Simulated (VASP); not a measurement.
AlN, 4 atoms in the cell. It takes space group P6_3mc (No. 186, hexagonal). The conventional cell has a = 3.130 Å, b = 3.130 Å, c = 5.018 Å, α = 90.00°, β = 90.00°, γ = 120.00°. Within 2.5 Å of Al (site symmetry 3m) lie 4 N at 1.90 to 1.91 Å. N (site symmetry 3m) has 4 Al at 1.90 to 1.91 Å within 2.5 Å. 

- Program: VASP 6.6.1
- Task: relaxation of cell and atoms
- Functional: PBE
- Dispersion: D3(BJ)
- Potentials or basis: VASP PAW PBE potentials, release 64 (Al, N)
- Cutoff: 600 eV
- k mesh: 12 × 12 × 6
- Occupations: gaussian, width 0.02 eV
- Spin: no spin polarisation
- Dipole correction: no
- Further INCAR settings: ALGO = Normal; EDIFF = 1e-06; IBRION = 2; EDIFFG = -0.005; NSW = 70; ISIF = 3

Potentials or basis: VASP PAW PBE potentials, release 64 (Al, N).

Launch:

```sh
$ cat potpaw_PBE.64/Al/POTCAR potpaw_PBE.64/N/POTCAR > POTCAR
$ mpirun -np 1 vasp_std > vasp.out
```

Hardware: 1 thread of AMD EPYC 7R13 (shared host).

How long does it take, and how much memory?

Run time: 4.8 min on 1 thread of AMD EPYC 7R13, with other jobs on the host, peak memory 0.19 GiB. Counts: scf iterations 45, k points 76, ion steps 8.
